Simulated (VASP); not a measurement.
# AlN (Fm-3m) in VASP: a series of runs

Runs on AlN. Level: LDA. Tasks: single point.

The COD entry that gives the cell may itself be a prediction, so a difference from it is no test against experiment.

Program: VASP 6.6.1. These are calculated values, not measurements. Logs are shortened: lines on timing, memory, paths and dates and some standing lists are left out, and cuts for length are marked.

### 1 The cell of the first run

It takes space group Fm-3m (No. 225, cubic). Conventional cell: a = 3.830 Å, b = 3.830 Å, c = 3.830 Å, α = 90.00°, β = 90.00°, γ = 90.00°. Within 2.5 Å of Al (site symmetry m-3m) lie 6 N at 1.92 Å. Within 2.5 Å of N (site symmetry m-3m) lie 6 Al at 1.92 Å.

### 2 Single point, LDA

INCAR reads:

```
ALGO     = Normal         # electronic algorithm
EDIFF    = 1E-6           # SCF threshold, eV
ENCUT    = 520            # plane-wave cutoff, eV
GGA      = CA             # functional
ISIF     = 2              # what is computed and relaxed
ISMEAR   = 0              # smearing method
LASPH    = True           # aspherical terms in the spheres
LCHARG   = True           # write CHGCAR
LELF     = True           # ELF
LREAL    = False          # projectors in reciprocal space
LVHAR    = True         
LWAVE    = False          # write WAVECAR
NBANDS   = 11             # bands
NELM     = 60             # most SCF steps
PREC     = Accurate       # precision mode
SIGMA    = 0.01           # smearing width, eV
```

KPOINTS reads:

```
k-points
0
Gamma
  8 8 8
```

POSCAR reads:

```
AlN
1.0
    0.0000000000      1.9150273988      1.9150273988
    1.9150273988      0.0000000000      1.9150273988
    1.9150273988      1.9150273988      0.0000000000
Al N
1 1
Direct
    0.0000000000      0.0000000000      0.0000000000
    0.5000000000      0.5000000000      0.5000000000
```

Potentials or basis: VASP PAW LDA potentials, release 64 (Al, N).

Started as:

```
$ cat potpaw_LDA.64/Al/POTCAR potpaw_LDA.64/N/POTCAR > POTCAR
$ mpirun -np 1 vasp_std > vasp.out
```

OUTCAR:

```text
EDIFF = 1E-6
   ENCUT = 520
   GGA = CA
   ISIF = 2
   ISMEAR = 0
   LASPH = True
   LREAL = False
   NELM = 60
   PREC = Accurate

 ion  position               nearest neighbor table
   1  0.000  0.000  0.000-   2 1.92   2 1.92   2 1.92   2 1.92   2 1.92   2 1.92
   2  0.500  0.500  0.500-   1 1.92   1 1.92   1 1.92   1 1.92   1 1.92   1 1.92

  LATTYP: Found a face centered cubic cell.
 ALAT       =     3.8300547976

  Lattice vectors:

 A1 = (   0.0000000000,   1.9150273988,   1.9150273988)
 A2 = (   1.9150273988,   0.0000000000,   1.9150273988)
 A3 = (   1.9150273988,   1.9150273988,   0.0000000000)

Analysis of symmetry for initial positions (statically):
=====================================================================
 Subroutine PRICEL returns:
 Original cell was already a primitive cell.

 Routine SETGRP: Setting up the symmetry group for a
 face centered cubic supercell.

 Subroutine GETGRP returns: Found 48 space group operations
 (whereof 48 operations were pure point group operations)
 out of a pool of 48 trial point group operations.

The static configuration has the point symmetry O_h .

Analysis of symmetry for dynamics (positions and initial velocities):
=====================================================================
 Subroutine PRICEL returns:
 Original cell was already a primitive cell.

 Routine SETGRP: Setting up the symmetry group for a
 face centered cubic supercell.

 Subroutine GETGRP returns: Found 48 space group operations
 (whereof 48 operations were pure point group operations)
 out of a pool of 48 trial point group operations.

The dynamic configuration has the point symmetry O_h .

 Subroutine INISYM returns: Found 48 space group operations
 (whereof 48 operations are pure point group operations),
 and found     1 'primitive' translations

----------------------------------------------------------------------------------------

                                     Primitive cell

  volume of cell :      14.0461

  direct lattice vectors                    reciprocal lattice vectors
     0.000000000  1.915027399  1.915027399    -0.261092870  0.261092870  0.261092870
     1.915027399  0.000000000  1.915027399     0.261092870 -0.261092870  0.261092870
     1.915027399  1.915027399  0.000000000     0.261092870  0.261092870 -0.261092870

  length of vectors
     2.708257720  2.708257720  2.708257720     0.452226117  0.452226117  0.452226117

  position of ions in fractional coordinates (direct lattice)
     0.000000000  0.000000000  0.000000000
     0.500000000  0.500000000  0.500000000

  ion indices of the primitive-cell ions
   primitive index   ion index
                 1           1
                 2           2

----------------------------------------------------------------------------------------

 KPOINTS: k-points

Automatic generation of k-mesh.
 Grid dimensions read from file:
 generate k-points for:    8    8    8

 Generating k-lattice:

  Cartesian coordinates                     Fractional coordinates (reciprocal lattice)
    -0.032636609  0.032636609  0.032636609     0.125000000  0.000000000  0.000000000
     0.032636609 -0.032636609  0.032636609     0.000000000  0.125000000  0.000000000
     0.032636609  0.032636609 -0.032636609     0.000000000  0.000000000  0.125000000

  Length of vectors
     0.056528265  0.056528265  0.056528265

  Shift w.r.t. Gamma in fractional coordinates (k-lattice)
     0.000000000  0.000000000  0.000000000

 Subroutine IBZKPT returns following result:
 ===========================================

 Found     29 irreducible k-points:

 Following reciprocal coordinates:
            Coordinates               Weight
  0.000000  0.000000  0.000000      1.000000
  0.125000  0.000000  0.000000      8.000000
  0.250000  0.000000  0.000000      8.000000
  0.375000  0.000000  0.000000      8.000000
  0.500000  0.000000  0.000000      4.000000
  0.125000  0.125000  0.000000      6.000000
[... 16 lines left out ...]
  0.500000  0.250000  0.125000     48.000000
 -0.375000  0.250000  0.125000     24.000000
 [... further k-points ...]
   k-points           NKPTS =     29   k-points in BZ     NKDIM =     29   number of bands    NBANDS=     11
   number of dos      NEDOS =    301   number of ions     NIONS =      2
   total plane-waves  NPLWV =   8000
   dimension x,y,z NGX =    20 NGY =   20 NGZ =   20
   dimension x,y,z NGXF=    40 NGYF=   40 NGZF=   40
   ions per type =               1   1
   NGX,Y,Z   is equivalent  to a cutoff of  12.28, 12.28, 12.28 a.u.
   NGXF,Y,Z  is equivalent  to a cutoff of  24.55, 24.55, 24.55 a.u.
 SYSTEM =  unknown system
   PREC   = accura    normal or accurate (medium, high low for compatibility)
   ISTART =      0    job   : 0-new  1-cont  2-samecut
   ICHARG =      2    charge: 1-file 2-atom 10-const
   ISPIN  =      1    spin polarized calculation?
   LNONCOLLINEAR =      F non collinear calculations
   LSORBIT =      F    spin-orbit coupling
   LASPH  =      T    aspherical Exc in radial PAW
   ENCUT  =  520.0 eV  38.22 Ry    6.18 a.u.   5.04  5.04  5.04*2*pi/ulx,y,z
   NELM   =     60;   NELMIN=  2; NELMDL= -5     # of ELM steps
   EDIFF  = 0.1E-05   stopping-criterion for ELM
   LREAL  =      F    real-space projection
   EDIFFG = 0.1E-04   stopping-criterion for IOM
   NSW    =      0    number of steps for IOM
   IBRION =     -1    ionic relax: 0-MD 1-quasi-New 2-CG
   NFREE  =      0    steps in history (QN), initial steepest desc. (CG)
   ISIF   =      2    stress and relaxation
   ISYM   =      2    0-nonsym 1-usesym 2-fastsym
   POTIM  = 0.5000    time-step for ionic-motion
   TEBEG  =    0.0;   TEEND  =   0.0 temperature during run
   PSTRESS=    0.0 pullay stress
   NELECT =       8.0000    total number of electrons
   NUPDOWN=      -1.0000    fix difference up-down
   EMIN   =  10.00;   EMAX   =-10.00  energy-range for DOS
   EFERMI =   0.00;   METHOD = LEGACY
   ISMEAR =     0;   SIGMA  =   0.01  broadening in eV -4-tet -1-fermi 0-gaus
   EFERMI_NEDOS =   21; number of points for ismear=-14 and -15
   IALGO  =     38    algorithm
   IMIX   =      4    mixing-type and parameters
     AMIX     =   0.40;   BMIX     =  1.00
     AMIX_MAG =   1.60;   BMIX_MAG =  1.00
  volume/ion in A,a.u.               =       7.02        47.39
  Fermi-wavevector in a.u.,A,eV,Ry     =   1.357021  2.564397 25.055203  1.841505
  Thomas-Fermi vector in A             =   2.483975
   LORBIT       =      0    0 simple, 1 ext, 2 COOP (PROOUT), +10 PAW based schemes
   GGA     = CA    functional components
   LHFCALC =     F    Hartree Fock is set to
   AEXX    =    0.0000 exact exchange contribution
   IVDW    =     0    specifies the selected vdW correction
   LEPSILON=     F    determine dielectric tensor
   LRPA    =     F    only Hartree local field effects (RPA)
 non-spin polarized calculation
 Gauss-broadening in eV      SIGMA  =   0.01
  energy-cutoff  :      520.00
  volume of cell :       14.05
 maximum number of plane-waves:       391
   NGX =  9   NGY =  9   NGZ =  9

 number of electron       7.9999998 magnetization

 Free energy of the ion-electron system (eV)
  ---------------------------------------------------
  ext. energy  EPLUGINS =         0.00000000
  ---------------------------------------------------
  free energy    TOTEN  =       -15.92415589 eV

  energy without entropy =      -15.92415589  energy(sigma->0) =      -15.92415589

 E-fermi :  12.0528     XC(G=0): -13.3548

 val. band max:       11.9791484076   @ k =   0.0000   0.0000   0.0000
 cond. band min:      16.8206862885   @ k =   0.5000   0.5000   0.0000
 fundamental gap:      4.8415378809
 Fermi energy:        12.0527500644

 k-point     1 :       0.0000    0.0000    0.0000
  band No.  band energies     occupation
      1      -7.0047      2.00000
      2      11.9791      2.00000
      3      11.9791      2.00000
      4      11.9791      2.00000
      5      20.3037      0.00000
      6      24.4860      0.00000
      7      24.4860      0.00000
      8      24.4860      0.00000
      9      30.1779      0.00000
     10      30.8155      0.00000
     11      30.8155      0.00000

 k-point     2 :       0.1250    0.0000    0.0000
  band No.  band energies     occupation
      1      -6.6313      2.00000
      2      10.4291      2.00000
      3      11.7300      2.00000
      4      11.7300      2.00000
      5      20.8960      0.00000
      6      23.4709      0.00000
      7      25.0467      0.00000
      8      25.0467      0.00000
      9      29.2621      0.00000
     10      29.2621      0.00000
     11      32.2358      0.00000

 k-point     3 :       0.2500    0.0000    0.0000
  band No.  band energies     occupation
      1      -5.5561      2.00000
      2       7.2569      2.00000
      3      11.1960      2.00000
      4      11.1960      2.00000
      5      20.2507      0.00000
      6      24.6326      0.00000
      7      25.2789      0.00000
      8      25.2789      0.00000
      9      29.3762      0.00000
     10      29.3762      0.00000
     11      31.3937      0.00000

 k-point     4 :       0.3750    0.0000    0.0000
  band No.  band energies     occupation
      1      -4.0024      2.00000
      2       4.1123      2.00000
      3      10.7324      2.00000
      4      10.7324      2.00000
      5      19.4427      0.00000
      6      24.4970      0.00000
      7      24.4970      0.00000
      8      26.6135      0.00000
      9      30.3008      0.00000
     10      32.1645      0.00000
     11      32.1645      0.00000

 k-point     5 :       0.5000    0.0000    0.0000
  band No.  band energies     occupation
      1      -2.9783      2.00000
      2       2.5177      2.00000
      3      10.5561      2.00000
      4      10.5561      2.00000
      5      19.1796      0.00000
      6      24.1492      0.00000
      7      24.1492      0.00000
      8      27.5076      0.00000
      9      29.8688      0.00000
     10      34.2813      0.00000
     11      34.2813      0.00000
[... 211 lines left out ...]
 k-point    21 :       0.5000    0.5000    0.0000
  band No.  band energies     occupation
      1      -1.7256      2.00000
      2       3.4054      2.00000
      3       8.7200      2.00000
      4       8.7200      2.00000
      5      16.8207      0.00000
      6      18.1176      0.00000
      7      27.9492      0.00000
      8      31.6596      0.00000
      9      31.6596      0.00000
     10      36.8673      0.00000
     11      41.6319      0.00000

 k-point    22 :       0.3750    0.2500    0.1250
  band No.  band energies     occupation
      1      -4.6589      2.00000
      2       6.8920      2.00000
      3       8.9133      2.00000
      4      10.5069      2.00000
      5      20.9937      0.00000
      6      22.6821      0.00000
      7      23.6311      0.00000
      8      27.5409      0.00000
      9      28.3561      0.00000
     10      33.0896      0.00000
     11      35.8239      0.00000

 k-point    23 :       0.5000    0.2500    0.1250
  band No.  band energies     occupation
      1      -3.2394      2.00000
      2       4.7573      2.00000
      3       7.8799      2.00000
      4       9.8822      2.00000
      5      21.2916      0.00000
      6      22.4217      0.00000
      7      24.2374      0.00000
      8      26.9225      0.00000
      9      30.5571      0.00000
     10      33.9411      0.00000
     11      36.0676      0.00000

 k-point    24 :      -0.3750    0.2500    0.1250
  band No.  band energies     occupation
      1      -2.3580      2.00000
      2       3.4880      2.00000
      3       7.6441      2.00000
      4       9.5832      2.00000
      5      21.4890      0.00000
      6      21.7711      0.00000
      7      25.8586      0.00000
      8      26.3130      0.00000
      9      31.8218      0.00000
     10      33.1164      0.00000
     11      36.3579      0.00000

 [... further k-points ...]
[... 5 lines left out ...]
  --------------------------------------------------------------------------------------
  -------------------------------------------------------------------------------------
  Total        4.5231543      4.5231543      4.5231543      0.0000000      0.0000000     -0.0000000
  in kB      515.9374071    515.9374071    515.9374071      0.0000000      0.0000000     -0.0000000
  external PRESSURE =     515.9374071 kB  Pullay stress =       0.0000000 kB

 VOLUME and BASIS-vectors are now :
 -----------------------------------------------------------------------------
  energy-cutoff  :      520.00
  volume of cell :       14.05
      direct lattice vectors                 reciprocal lattice vectors
     0.000000000  1.915027399  1.915027399    -0.261092870  0.261092870  0.261092870
     1.915027399  0.000000000  1.915027399     0.261092870 -0.261092870  0.261092870
     1.915027399  1.915027399  0.000000000     0.261092870  0.261092870 -0.261092870

 POSITION                                       TOTAL-FORCE (eV/Angst)
 -----------------------------------------------------------------------------------
      0.00000      0.00000      0.00000        -0.000000     -0.000000      0.000000
      1.91503      1.91503      1.91503         0.000000      0.000000     -0.000000
 -----------------------------------------------------------------------------------
    total drift:                                0.000000      0.000000      0.000000

  FREE ENERGIE OF THE ION-ELECTRON SYSTEM (eV)
  ---------------------------------------------------
  free  energy   TOTEN  =       -15.9241558864 eV

  energy  without entropy=      -15.9241558864  energy(sigma->0) =      -15.92415589
```

Run time: 7.9 s. Hardware: 1 thread of AMD EPYC 7R13, shared host; peak memory 0.08 GiB.

Results:

```
Free energy            : -15.9242 eV
Pressure               : 51.6 GPa
Band gap on the k mesh : 4.84 eV, indirect (least direct gap 8.10 eV)
```

Levels at points of the mesh, in eV from the valence-band top:
```csv
k point,band 1,band 2,band 3,band 4,band 5,band 6,band 7,band 8
"(0.00, 0.00, 0.00)",-18.98,0.00,0.00,0.00,8.32,12.51,12.51,12.51
"(0.50, 0.00, 0.00)",-14.96,-9.46,-1.42,-1.42,7.20,12.17,12.17,15.53
"(0.50, 0.50, 0.00)",-13.70,-8.57,-3.26,-3.26,4.84,6.14,15.97,19.68
```

A k mesh can miss the band edges.

### 3 Single point, LDA

This run uses another cell than the first one, of 7.33 Å³/atom, 1.043 times its volume.

INCAR reads:

```
SYSTEM = AlN
ALGO     = Normal         ! electronic algorithm
EDIFF    = 1E-7           ! SCF threshold, eV
ENCUT    = 520            ! plane-wave cutoff, eV
ISIF     = 2              ! what is computed and relaxed
ISMEAR   = 0              ! smearing method
LASPH    = .True.         ! aspherical terms in the spheres
LCHARG   = .False.        ! write CHGCAR
LREAL    = .False.        ! projectors in reciprocal space
LWAVE    = .False.        ! write WAVECAR
NBANDS   = 11             ! bands
NELM     = 100            ! most SCF steps
PREC     = Accurate       ! precision mode
SIGMA    = 0.01           ! smearing width, eV
```

KPOINTS reads:

```
k-points
0
Gamma
  8 8 8
  0 0 0
```

POSCAR reads:

```
AlN
1.0
    0.0000000000      1.9423886297      1.9423886297
    1.9423886297      0.0000000000      1.9423886297
    1.9423886297      1.9423886297      0.0000000000
Al N
1 1
Direct
    0.0000000000      0.0000000000      0.0000000000
    0.5000000000      0.5000000000      0.5000000000
```

Potentials or basis: VASP PAW LDA potentials, release 64 (Al, N).

Started as:

```
$ cat potpaw_LDA.64/Al/POTCAR potpaw_LDA.64/N/POTCAR > POTCAR
$ mpirun -np 1 vasp_std > vasp.out
```

Run time: 7.9 s. Hardware: 1 thread of AMD EPYC 7R13, shared host; peak memory 0.08 GiB.

Results (log left out):

| Item | Value |
| --- | --- |
| Free energy | -16.0850 eV |
| Pressure | 33.1 GPa |
| Band gap on the k mesh | 4.95 eV, indirect (least direct gap 7.62 eV) |

Levels at points of the mesh, in eV from the valence-band top:
| k point | band 2 | band 3 | band 4 | band 5 | band 6 | band 7 |
| --- | --- | --- | --- | --- | --- | --- |
| (0.00, 0.00, 0.00) | 0.00 | 0.00 | 0.00 | 7.62 | 12.38 | 12.38 |
| (0.50, 0.00, 0.00) | -9.15 | -1.33 | -1.33 | 6.91 | 11.80 | 11.80 |
| (0.50, 0.50, 0.00) | -8.26 | -3.14 | -3.14 | 4.95 | 5.67 | 15.40 |

A k mesh can miss the band edges. LDA gaps usually lie below the measured ones, often by a third to a half.

### 4 Single point, LDA

This run uses another cell than the first one, of 7.63 Å³/atom, 1.087 times its volume.

INCAR reads:

```
SYSTEM = AlN
PREC = Accurate
ENCUT = 520
EDIFF = 1E-6
ISMEAR = 0
SIGMA = 0.01
LREAL = .False.
LASPH = .True.
NELM = 60
ALGO = Normal
ISIF = 2
LWAVE = .False.
LCHARG = .False.
GGA = CA
NBANDS = 11
```

KPOINTS reads:

```
regular mesh
0
Gamma
  8 8 8
  0 0 0
```

POSCAR reads:

```
AlN
1.0
    0.0000000000      1.9690000000      1.9690000000
    1.9690000000      0.0000000000      1.9690000000
    1.9690000000      1.9690000000      0.0000000000
Al N
1 1
Direct
    0.0000000000      0.0000000000      0.0000000000
    0.5000000000      0.5000000000      0.5000000000
```

Started as:

```
$ cat potpaw_LDA.64/Al/POTCAR potpaw_LDA.64/N/POTCAR > POTCAR
$ mpirun -np 1 vasp_std > vasp.out
```

Run time: 9.6 s. Hardware: 1 thread of AMD EPYC 7R13, shared host; peak memory 0.09 GiB.

It converged, with:

```
Free energy            : -16.1817 eV
Pressure               : 17.8 GPa
Band gap on the k mesh : 5.04 eV, indirect (least direct gap 6.96 eV)
```

Levels at points of the mesh, in eV from the valence-band top:
```
           k point  band 2  band 3  band 4  band 5  band 6  band 7
(0.00, 0.00, 0.00)    0.00    0.00    0.00    6.96   12.26   12.26
(0.50, 0.00, 0.00)   -8.87   -1.24   -1.24    6.64   11.45   11.45
(0.50, 0.50, 0.00)   -7.96   -3.03   -3.03    5.04    5.25   14.88
```

A k mesh can miss the band edges. Expect the measured gap to be larger: semilocal functionals such as LDA lack the derivative discontinuity.

### 5 Overview

| cell | gap on the mesh (eV) | pressure (GPa) |
| --- | --- | --- |
| a = 2.708 Å, angles 60.0°, 2 atoms | 4.84 | 51.6 |
| a = 2.747 Å, angles 60.0°, 2 atoms | 4.95 | 33.1 |
| a = 2.785 Å, angles 60.0°, 2 atoms | 5.04 | 17.8 |

Alike in all rows: task single point; level LDA; potentials or basis VASP PAW LDA potentials, release 64 (Al, N); no spin polarisation; k mesh 8 × 8 × 8; cutoff (eV) 520; smearing gaussian 0.01 eV.

Total energies depend on the potentials used, so only differences within one code and one set of settings carry meaning.
